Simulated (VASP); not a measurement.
A run of VASP 6.6.1:

File POSCAR:

```
Li
1.0
    3.3512254781      0.0000000000      0.0000000000
   -1.6756127390      2.9022463978      0.0000000000
    0.0000000000      0.0000000000      4.3890143505
Li
2
Direct
    0.3333333333      0.6666666667      0.2500000000
    0.6666666667      0.3333333333      0.7500000000
```

INCAR.step1

```
PREC = Accurate
ENCUT = 520
ISMEAR = 0
SIGMA = 0.15
LREAL = False
LASPH = True
NELM = 80
NBANDS = 10
GGA = PE
ALGO = Normal
EDIFF = 1E-4
LWAVE = True
LCHARG = False
```

File INCAR.step2:

```
PREC = Accurate
ENCUT = 520
EDIFF = 1E-6
ISMEAR = 0
SIGMA = 0.15
LREAL = False
LASPH = True
NELM = 80
ALGO = Normal
ISIF = 2
LWAVE = False
LCHARG = False
METAGGA = R2SCAN
LMIXTAU = True
NBANDS = 10
ISTART = 1
```

The input KPOINTS:

```
Automatic mesh
0
Gamma
  18 18 10
```

Potentials or basis: VASP PAW PBE potentials, release 64 (Li_sv).

Run with:

```bash
$ cat potpaw_PBE.64/Li_sv/POTCAR > POTCAR
$ cp INCAR.step1 INCAR
$ mpirun -np 1 vasp_std > vasp.out
$ cp INCAR.step2 INCAR
$ mpirun -np 1 vasp_std > vasp.out
```

Hardware: 1 thread of Intel(R) Xeon(R) 6975P-C (Granite Rapids), on a shared host.

Problem. How long does it take, and how much memory?

Solution. Wall time 4.6 min on 1 thread of Intel(R) Xeon(R) 6975P-C (Granite Rapids) (shared host), peak memory 0.21 GiB. Counts: k points 222.
